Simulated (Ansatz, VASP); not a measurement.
One calculation of BaTiO3, two programs

INCAR

```
SYSTEM = BaTiO3
PREC     = Accurate       ! precision mode
ENCUT    = 520            ! plane-wave cutoff, eV
EDIFF    = 1E-6           ! SCF threshold, eV
ISMEAR   = -1             ! smearing method
SIGMA    = 0.05           ! smearing width, eV
LREAL    = .False.        ! projectors in reciprocal space
LASPH    = .True.         ! aspherical terms in the spheres
NELM     = 60             ! most SCF steps
ALGO     = Normal         ! electronic algorithm
ISIF     = 2              ! what is computed and relaxed
LWAVE    = .False.        ! write WAVECAR
LCHARG   = .False.        ! write CHGCAR
GGA      = PE             ! functional
NBANDS   = 28             ! bands
```

KPOINTS

```
regular mesh
0
Gamma
  9 9 9
  0 0 0
```

POSCAR

```
BaTiO3
1.0
    2.8276681575      1.6325549719      2.3872635562
   -2.8276681575      1.6325549719      2.3872635562
    0.0000000000     -3.2651099438      2.3872635562
Ba Ti O
1 1 3
Direct
    0.0000000000      0.0000000000      0.0000000000
    0.5140000000      0.5140000000      0.5140000000
    0.4916000000      0.4916000000      0.9815000000
    0.4916000000      0.9815000000      0.4916000000
    0.9815000000      0.4916000000      0.4916000000
```

Input for Ansatz:

```yaml
crystal:
  lattice:
    - [2.8276681575, 1.6325549719, 2.3872635562]
    - [-2.8276681575, 1.6325549719, 2.3872635562]
    - [0.0, -3.2651099438, 2.3872635562]
  atoms:
    - { symbol: Ba, position: [0.0, 0.0, 0.0] }
    - { symbol: Ti, position: [0.514, 0.514, 0.514] }
    - { symbol: O, position: [0.4916, 0.4916, 0.9815] }
    - { symbol: O, position: [0.4916, 0.9815, 0.4916] }
    - { symbol: O, position: [0.9815, 0.4916, 0.4916] }
kpoints:
  mp_grid: { grid: [9, 9, 9] }
  band_path:
    path:
      - [0.0, 0.0, 0.0]
      - [0.5, 0.5, 0.5]
      - [0.5215566503, 0.4784433497, 0.5]
      - [0.5, -0.4784433497, 0.4784433497]
      - [0.5, 0.0, 0.0]
      - [0.0, 0.0, 0.0]
      - [0.4892216749, -0.4892216749, 0.0]
      - [0.5107783251, 0.0, 0.4892216749]
      - [0.5, 0.0, 0.5]
    npoints: 5
scf:
  occupations: { method: fermi_dirac, width: 0.05 }
hamiltonian:
  xc: pbe
  pseudopotentials: { kind: all_electron, lapw: { basis_error: 0.001 } }
output:
  forces: true
  stress: true
  eigenvalues: true
```

Change from the starting cell: zz strain of +3 %.

Alike in both runs: task single point; functional PBE; k mesh 9 × 9 × 9; occupations fermi-dirac, width 0.05 eV; no spin polarisation.

|  | VASP | Ansatz |
| --- | --- | --- |
| version | VASP 6.6.1 | Ansatz 0.2.0 |
| potentials or method | VASP PAW PBE potentials, release 64 (Ba_sv, Ti_sv, O), cutoff 520 eV | all-electron LAPW, scalar-relativistic |

```tsv
	VASP	Ansatz	Ansatz less VASP
gap on the k mesh at the Fermi level (eV)	2.29	2.33	+0.042
pressure (GPa)	1.9	0.3	-1.61
traceless stress, the component that is largest in VASP (GPa)	-4.41	-4.23	+0.176
rms of the force components (eV/Å)	0.094	0.112	+0.0184
```

Atom by atom the forces differ by 0.028 eV/Å (rms over components). Ansatz ran all-electron here, and VASP with PAW potentials.

Spin-orbit coupling is off throughout.
